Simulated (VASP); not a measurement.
# CdS3 (P-42_1m) in VASP: relaxation of shape and atoms at fixed volume with PBE

Aim: the relaxation of shape and atoms at fixed volume of CdS3 with PBE.

All numbers are computed with VASP 6.6.1; they aren't measurements. Logs are shortened: lines on timing, memory, paths and dates and some standing lists are left out, and cuts for length are marked.

### Step 1. The cell of the first run

Symmetry: P-42_1m, No. 113, tetragonal system. Conventional cell: a = 5.876 Å, b = 5.876 Å, c = 7.084 Å, α = 90.00°, β = 90.00°, γ = 90.00°. Within 3.3 Å of Cd (site symmetry -4) lie 4 S at 2.53 Å. Within 2.7 Å of S (site symmetry 2mm) lie 2 S at 2.05 Å. Within 2.7 Å of S (site symmetry m) lie 1 S at 2.05 Å and 2 Cd at 2.53 Å.

### Step 2. Relaxation of shape and atoms at fixed volume, PBE (30.57 Å³/atom)

INCAR reads:

```
ALGO     = Normal         # electronic algorithm
EDIFF    = 1E-7           # SCF threshold, eV
EDIFFG   = -0.01          # ionic threshold
ENCUT    = 600            # plane-wave cutoff, eV
GGA      = PE             # functional
IBRION   = 2              # ionic algorithm
ISIF     = 4              # what is computed and relaxed
ISMEAR   = 0              # smearing method
LASPH    = T              # aspherical terms in the spheres
LCHARG   = F              # write CHGCAR
LREAL    = F              # projectors in reciprocal space
LWAVE    = F              # write WAVECAR
NELM     = 80             # most SCF steps
NSW      = 50             # ionic steps
PREC     = Accurate       # precision mode
SIGMA    = 0.02           # smearing width, eV
```

KPOINTS reads:

```
k-points
0
Gamma
  6 6 4
```

POSCAR reads:

```
CdS3
1.0
    5.8755314122      0.0000000000      0.0000000000
    0.0000000000      5.8755314122      0.0000000000
    0.0000000000      0.0000000000      7.0842080520
Cd S
2 6
Direct
    0.0000000000      0.0000000000      0.0000000000
    0.5000000000      0.5000000000      0.0000000000
    0.0000000000      0.5000000000      0.3545969340
    0.2071389991      0.7071389991      0.1975304240
    0.7928610009      0.2928610009      0.1975304240
    0.5000000000      0.0000000000      0.6454030660
    0.2928610009      0.2071389991      0.8024695760
    0.7071389991      0.7928610009      0.8024695760
```

Potentials or basis: VASP PAW PBE potentials, release 64 (Cd, S).

The run is started by

```sh
$ cat potpaw_PBE.64/Cd/POTCAR potpaw_PBE.64/S/POTCAR > POTCAR
$ mpirun -np 1 vasp_std > vasp.out
```

OUTCAR:

```text
EDIFF = 1E-7
   EDIFFG = -0.01
   ENCUT = 600
   GGA = PE
   IBRION = 2
   ISIF = 4
   ISMEAR = 0
   LASPH = T
   LREAL = F
   NELM = 80
   NSW = 50
   PREC = Accurate

 ion  position               nearest neighbor table
   1  0.000  0.000  0.000-   4 2.53   5 2.53   7 2.53   8 2.53
   2  0.500  0.500  0.000-   4 2.53   5 2.53   7 2.53   8 2.53
   3  0.000  0.500  0.355-   4 2.05   5 2.05
   4  0.207  0.707  0.198-   3 2.05   2 2.53   1 2.53
   5  0.793  0.293  0.198-   3 2.05   2 2.53   1 2.53
   6  0.500  0.000  0.645-   7 2.05   8 2.05
   7  0.293  0.207  0.802-   6 2.05   2 2.53   1 2.53
   8  0.707  0.793  0.802-   6 2.05   2 2.53   1 2.53

  LATTYP: Found a simple tetragonal cell.
 ALAT       =     5.8755314122
 C/A-ratio  =     1.2057135866

  Lattice vectors:

 A1 = (   5.8755314122,   0.0000000000,   0.0000000000)
 A2 = (   0.0000000000,   5.8755314122,   0.0000000000)
 A3 = (   0.0000000000,   0.0000000000,   7.0842080520)

Analysis of symmetry for initial positions (statically):
=====================================================================
 Subroutine PRICEL returns:
 Original cell was already a primitive cell.

 Routine SETGRP: Setting up the symmetry group for a
 simple tetragonal supercell.

 Subroutine GETGRP returns: Found  8 space group operations
 (whereof  4 operations were pure point group operations)
 out of a pool of 16 trial point group operations.

The static configuration has the point symmetry S_4 .
 The point group associated with its full space group is D_2d.

Analysis of symmetry for dynamics (positions and initial velocities):
=====================================================================
 Subroutine PRICEL returns:
 Original cell was already a primitive cell.

 Routine SETGRP: Setting up the symmetry group for a
 simple tetragonal supercell.

 Subroutine GETGRP returns: Found  8 space group operations
 (whereof  4 operations were pure point group operations)
 out of a pool of 16 trial point group operations.

The dynamic configuration has the point symmetry S_4 .
 The point group associated with its full space group is D_2d.

 Subroutine INISYM returns: Found  8 space group operations
 (whereof  4 operations are pure point group operations),
 and found     1 'primitive' translations

----------------------------------------------------------------------------------------

                                     Primitive cell

  volume of cell :     244.5601

  direct lattice vectors                    reciprocal lattice vectors
     5.875531412  0.000000000  0.000000000     0.170197371  0.000000000  0.000000000
     0.000000000  5.875531412  0.000000000     0.000000000  0.170197371  0.000000000
     0.000000000  0.000000000  7.084208052     0.000000000  0.000000000  0.141159039

  length of vectors
     5.875531412  5.875531412  7.084208052     0.170197371  0.170197371  0.141159039

  position of ions in fractional coordinates (direct lattice)
     0.000000000  0.000000000  0.000000000
     0.500000000  0.500000000  0.000000000
     0.000000000  0.500000000  0.354596934
     0.207138999  0.707138999  0.197530424
     0.792861001  0.292861001  0.197530424
     0.500000000  0.000000000  0.645403066
     0.292861001  0.207138999  0.802469576
     0.707138999  0.792861001  0.802469576

  ion indices of the primitive-cell ions
   primitive index   ion index
                 1           1
                 2           2
                 3           3
                 4           4
                 5           5
                 6           6
                 7           7
                 8           8

----------------------------------------------------------------------------------------

 KPOINTS: k-points

Automatic generation of k-mesh.
 Grid dimensions read from file:
 generate k-points for:    6    6    4

 Generating k-lattice:

  Cartesian coordinates                     Fractional coordinates (reciprocal lattice)
     0.028366229  0.000000000  0.000000000     0.166666667  0.000000000  0.000000000
     0.000000000  0.028366229  0.000000000     0.000000000  0.166666667  0.000000000
     0.000000000  0.000000000  0.035289760     0.000000000  0.000000000  0.250000000

  Length of vectors
     0.028366229  0.028366229  0.035289760

  Shift w.r.t. Gamma in fractional coordinates (k-lattice)
     0.000000000  0.000000000  0.000000000

 Subroutine IBZKPT returns following result:
 ===========================================

 Found     30 irreducible k-points:

 Following reciprocal coordinates:
            Coordinates               Weight
  0.000000  0.000000  0.000000      1.000000
  0.166667  0.000000  0.000000      4.000000
  0.333333  0.000000  0.000000      4.000000
  0.500000  0.000000  0.000000      2.000000
  0.166667  0.166667  0.000000      4.000000
  0.333333  0.166667  0.000000      8.000000
[... 16 lines left out ...]
  0.333333  0.000000  0.500000      4.000000
  0.500000  0.000000  0.500000      2.000000
 [... further k-points ...]
   k-points           NKPTS =     30   k-points in BZ     NKDIM =     30   number of bands    NBANDS=     36
   number of dos      NEDOS =    301   number of ions     NIONS =      8
   total plane-waves  NPLWV = 138240
   dimension x,y,z NGX =    48 NGY =   48 NGZ =   60
   dimension x,y,z NGXF=    96 NGYF=   96 NGZF=  120
   ions per type =               2   6
   NGX,Y,Z   is equivalent  to a cutoff of  13.58, 13.58, 14.08 a.u.
   NGXF,Y,Z  is equivalent  to a cutoff of  27.16, 27.16, 28.16 a.u.
 SYSTEM =  unknown system
   PREC   = accura    normal or accurate (medium, high low for compatibility)
   ISTART =      0    job   : 0-new  1-cont  2-samecut
   ICHARG =      2    charge: 1-file 2-atom 10-const
   ISPIN  =      1    spin polarized calculation?
   LNONCOLLINEAR =      F non collinear calculations
   LSORBIT =      F    spin-orbit coupling
   LASPH  =      T    aspherical Exc in radial PAW
   ENCUT  =  600.0 eV  44.10 Ry    6.64 a.u.  11.73 11.73 14.15*2*pi/ulx,y,z
   NELM   =     80;   NELMIN=  2; NELMDL= -5     # of ELM steps
   EDIFF  = 0.1E-06   stopping-criterion for ELM
   LREAL  =      F    real-space projection
   EDIFFG = -.1E-01   stopping-criterion for IOM
   NSW    =     50    number of steps for IOM
   IBRION =      2    ionic relax: 0-MD 1-quasi-New 2-CG
   NFREE  =      1    steps in history (QN), initial steepest desc. (CG)
   ISIF   =      4    stress and relaxation
   ISYM   =      2    0-nonsym 1-usesym 2-fastsym
   POTIM  = 0.5000    time-step for ionic-motion
   TEBEG  =    0.0;   TEEND  =   0.0 temperature during run
   PSTRESS=    0.0 pullay stress
   NELECT =      60.0000    total number of electrons
   NUPDOWN=      -1.0000    fix difference up-down
   EMIN   =  10.00;   EMAX   =-10.00  energy-range for DOS
   EFERMI =   0.00;   METHOD = LEGACY
   ISMEAR =     0;   SIGMA  =   0.02  broadening in eV -4-tet -1-fermi 0-gaus
   EFERMI_NEDOS =   21; number of points for ismear=-14 and -15
   IALGO  =     38    algorithm
   IMIX   =      4    mixing-type and parameters
     AMIX     =   0.40;   BMIX     =  1.00
     AMIX_MAG =   1.60;   BMIX_MAG =  1.00
  volume/ion in A,a.u.               =      30.57       206.30
  Fermi-wavevector in a.u.,A,eV,Ry     =   1.024857  1.936699 14.290640  1.050332
  Thomas-Fermi vector in A             =   2.158667
   LORBIT       =      0    0 simple, 1 ext, 2 COOP (PROOUT), +10 PAW based schemes
   GGA     = PE    functional components
   LHFCALC =     F    Hartree Fock is set to
   AEXX    =    0.0000 exact exchange contribution
   IVDW    =     0    specifies the selected vdW correction
   LEPSILON=     F    determine dielectric tensor
   LRPA    =     F    only Hartree local field effects (RPA)
 conjugate gradient relaxation of ions
 non-spin polarized calculation
 Gauss-broadening in eV      SIGMA  =   0.02
  energy-cutoff  :      600.00
  volume of cell :      244.56
 maximum number of plane-waves:      8208
 NGX is ok and might be reduce to    48
   NGX = 23   NGY = 23   NGZ = 29

--------------------------------------- Ionic step        1  -------------------------------------------

 number of electron      60.0000011 magnetization

 Free energy of the ion-electron system (eV)
  ---------------------------------------------------
  ext. energy  EPLUGINS =         0.00000000
  ---------------------------------------------------
  free energy    TOTEN  =       -27.64252155 eV

  energy without entropy =      -27.64252155  energy(sigma->0) =      -27.64252155

------------------------ aborting loop because EDIFF is reached ----------------------------------------

  FORCE on cell =-STRESS in cart. coord.  units (eV):
  Direction    XX          YY          ZZ          XY          YZ          ZX
  --------------------------------------------------------------------------------------
  -------------------------------------------------------------------------------------
  Total        2.9453260      2.9453260      2.7344962      0.0000000      0.0000000      0.0000000
  in kB       19.2956022     19.2956022     17.9144009      0.0000000      0.0000000      0.0000000
  external PRESSURE =      18.8352018 kB  Pullay stress =       0.0000000 kB
[... 107 lines left out ...]
  FREE ENERGIE OF THE ION-ELECTRON SYSTEM (eV)
  ---------------------------------------------------
  free  energy   TOTEN  =       -27.6531915857 eV

  energy  without entropy=      -27.6531915857  energy(sigma->0) =      -27.65319159

[... ionic steps 4 to 7 ...]

--------------------------------------- Ionic step        8  -------------------------------------------

 number of electron      60.0000013 magnetization

------------------------ aborting loop because EDIFF is reached ----------------------------------------
[... 79 lines left out ...]
--------------------------------------- Ionic step       10  -------------------------------------------

 number of electron      60.0000014 magnetization

 Free energy of the ion-electron system (eV)
  ---------------------------------------------------
  ext. energy  EPLUGINS =         0.00000000
  ---------------------------------------------------
  free energy    TOTEN  =       -27.67012251 eV

  energy without entropy =      -27.67012251  energy(sigma->0) =      -27.67012251

 E-fermi :   1.1073     XC(G=0):  -7.6472

 val. band max:        1.0027775882   @ k =   0.0000   0.0000   0.5000
 cond. band min:       2.5489535132   @ k =   0.0000   0.0000   0.5000
 fundamental gap:      1.5461759250
 Fermi energy:         1.1073101672

 k-point     1 :       0.0000    0.0000    0.0000
  band No.  band energies     occupation
      1     -14.6520      2.00000
      2     -14.5189      2.00000
      3     -12.1793      2.00000
      4     -12.1793      2.00000
      5      -9.5842      2.00000
      6      -9.5499      2.00000
[... 925 lines left out ...]
     35       5.1611      0.00000
     36       5.1611      0.00000

 [... further k-points ...]

------------------------ aborting loop because EDIFF is reached ----------------------------------------

  FORCE on cell =-STRESS in cart. coord.  units (eV):
  Direction    XX          YY          ZZ          XY          YZ          ZX
  --------------------------------------------------------------------------------------
  -------------------------------------------------------------------------------------
  Total        1.2563396      1.2563396      1.1716628      0.0000000     -0.0000000      0.0000000
  in kB        8.2306100      8.2306100      7.6758702      0.0000000     -0.0000000      0.0000000
  external PRESSURE =       8.0456967 kB  Pullay stress =       0.0000000 kB
[... 23 lines left out ...]
  FREE ENERGIE OF THE ION-ELECTRON SYSTEM (eV)
  ---------------------------------------------------
  free  energy   TOTEN  =       -27.6701225104 eV

  energy  without entropy=      -27.6701225104  energy(sigma->0) =      -27.67012251

 reached required accuracy - stopping structural energy minimisation
```

It took 30 min on 1 thread of AMD EPYC 9755, shared host; peak memory 0.53 GiB.

Results:

| Property | Result |
| --- | --- |
| Free energy | -27.6701 eV |
| Energy gained by relaxing | 3.5 meV/atom |
| Ionic steps | 10 |
| Pressure after relaxing | 0.8 GPa |
| Largest force after relaxing | 0.008 eV/Å |
| Band gap on the k mesh | 1.55 eV |

Forces on the atoms (eV/Å):
```
Cd   0.000  0.000  0.000
Cd   0.000  0.000  0.000
S    0.000  0.000 -0.002
S   -0.005 -0.005  0.004
S    0.005  0.005  0.004
S    0.000  0.000  0.002
S    0.005 -0.005 -0.004
S   -0.005  0.005 -0.004
```

Step by step:
```csv
step,energy change (eV),largest force (eV/Å),pressure (GPa),volume (Å³)
1,0.0000,0.3108,1.88,244.56
2,-0.0097,0.1631,1.49,244.56
3,-0.0107,0.2165,1.31,244.56
4,-0.0191,0.1523,1.15,244.56
5,-0.0267,0.0422,0.76,244.56
6,-0.0268,0.0402,0.80,244.56
7,-0.0273,0.0291,0.82,244.56
8,-0.0275,0.0279,0.84,244.56
9,-0.0276,0.0188,0.79,244.56
10,-0.0276,0.0081,0.80,244.56
```

Final structure:
```xyz
8
Lattice="5.8865 0.0000 0.0000 0.0000 5.8865 0.0000 0.0000 0.0000 7.0579" Properties=species:S:1:pos:R:3 pbc="T T T"
Cd    0.0000    0.0000    0.0000
Cd    2.9432    2.9432    0.0000
S     0.0000    2.9432    2.5601
S     1.2270    4.1702    1.4412
S     4.6595    1.7163    1.4412
S     2.9432    0.0000    4.4979
S     1.7163    1.2270    5.6167
S     4.1702    4.6595    5.6167
```

Levels at points of the mesh, in eV from the valence-band top:
| k point | band 28 | band 29 | band 30 | band 31 | band 32 | band 33 |
| --- | --- | --- | --- | --- | --- | --- |
| (0.00, 0.00, 0.00) | -1.48 | -0.19 | -0.19 | 1.68 | 2.15 | 2.68 |
| (0.50, 0.00, 0.00) | -1.56 | -0.57 | -0.57 | 2.16 | 2.16 | 2.60 |
| (0.50, 0.50, 0.00) | -1.95 | -0.66 | -0.66 | 1.87 | 1.87 | 2.60 |
| (0.00, 0.00, 0.50) | -1.06 | 0.00 | 0.00 | 1.55 | 2.03 | 2.91 |
| (0.50, 0.00, 0.50) | -1.61 | -0.66 | -0.66 | 2.31 | 2.31 | 2.60 |
| (0.50, 0.50, 0.50) | -1.59 | -1.12 | -1.12 | 2.04 | 2.04 | 2.49 |
